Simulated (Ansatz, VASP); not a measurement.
One calculation of Sr, two programs

INCAR

```
PREC     = Accurate       # precision mode
ENCUT    = 520            # plane-wave cutoff, eV
EDIFF    = 1E-7           # SCF threshold, eV
ISMEAR   = 0              # smearing method
SIGMA    = 0.15           # smearing width, eV
LREAL    = False          # projectors in reciprocal space
LASPH    = True           # aspherical terms in the spheres
NELM     = 80             # most SCF steps
ALGO     = Fast           # electronic algorithm
ISIF     = 2              # what is computed and relaxed
LWAVE    = False          # write WAVECAR
LCHARG   = False          # write CHGCAR
GGA      = PE             # functional
NBANDS   = 17             # bands
```

File KPOINTS:

```
regular mesh
0
Gamma
  12 12 6
```

POSCAR

```
Sr
1.0
    4.4277974547      0.0000000000      0.0000000000
   -2.2138987273      3.4280266606      0.0000000000
    0.0000000000      0.0000000000      7.2587820429
Sr
2
Direct
    0.3333333333      0.6666666667      0.2500000000
    0.6666666667      0.3333333333      0.7500000000
```

Input for Ansatz:

```yaml
crystal:
  lattice:
    - [4.4277974547, 0.0, 0.0]
    - [-2.2138987273, 3.4280266606, 0.0]
    - [0.0, 0.0, 7.2587820429]
  atoms:
    - { symbol: Sr, position: [0.3333333333, 0.6666666667, 0.25] }
    - { symbol: Sr, position: [0.6666666667, 0.3333333333, 0.75] }
basis:
  ecutwfc: 420
kpoints:
  mp_grid: { grid: [12, 12, 6] }
hamiltonian:
  xc: pbe
scf:
  occupations: { method: gaussian, width: 0.15 }
output:
  forces: true
  stress: true
  eigenvalues: true
```

Change from the starting cell: strain +e along x and -e along y +0.0550, strain +e along z and -e/2 along x and y +0.0350.

Alike in both runs: task single point; functional PBE; k mesh 12 × 12 × 6; occupations gaussian, width 0.15 eV; no spin polarisation.

|  | VASP | Ansatz |
| --- | --- | --- |
| version | VASP 6.6.1 | Ansatz 0.2.0 |
| potentials or method | VASP PAW PBE potentials, release 64 (Sr_sv), cutoff 520 eV | scalar-relativistic, plane waves, PAW |
| valence electrons in the cell | 20 | 20 |

```csv
,VASP,Ansatz,Ansatz less VASP
gap on the k mesh at the Fermi level (eV),none,none,-
pressure (GPa),0.1,0.1,0.00
"traceless stress, the component that is largest in VASP (GPa)",1.32,1.32,0.000
rms of the force components (eV/Å),0.047,0.046,-0.0002
```

Atom by atom the forces differ by 0.000 eV/Å (rms over components). A gap of «none» marks a metal or a gap that the smearing closes.
